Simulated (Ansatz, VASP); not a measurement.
**Al3Cu2 in VASP and in Ansatz**

```
Al Cu
1.0
     4.10296    0.00000    0.00000
    -2.05148    3.55327    0.00000
     0.00000    0.00000    4.81664
Al Cu
3 2
Direct
  0.00000 0.00000 0.00000
  0.33945 0.66667 0.35089
  0.66055 0.33333 0.64911
  0.32317 0.66667 0.84159
  0.67683 0.33333 0.15841
```

Change from the starting cell: mode 4 frozen in at -0.041 Å, strain +e along z and -e/2 along x and y -0.0233.

Alike in both runs: task single point; functional LDA; k mesh 12 × 12 × 8; occupations gaussian, width 0.15 eV; no spin polarisation.

|  | VASP | Ansatz |
| --- | --- | --- |
| version | VASP 6.6.1 | Ansatz 0.2.0 |
| potentials or method | VASP PAW LDA potentials, release 64 (Al, Cu), cutoff 520 eV | scalar-relativistic, plane waves, PAW |
| valence electrons in the cell | 31 | 47 |

```tsv
	VASP	Ansatz	Ansatz less VASP
gap on the k mesh at the Fermi level (eV)	none	none	-
pressure (GPa)	0.7	0.5	-0.14
traceless stress, the component that is largest in VASP (GPa)	5.10	5.04	-0.057
rms of the force components (eV/Å)	0.069	0.068	-0.0012
```

Ansatz warns that its potentials were made for another functional, while VASP's fit it. LDA's correlation is that of Perdew and Zunger in VASP and of Perdew and Wang (1992) in Ansatz. Atom by atom the forces differ by 0.002 eV/Å (rms over components). A gap of «none» marks a metal or a gap that the smearing closes. VASP's potentials hold 31 valence electrons a cell and Ansatz's 47, so a difference there can come from the potentials and not from the codes.
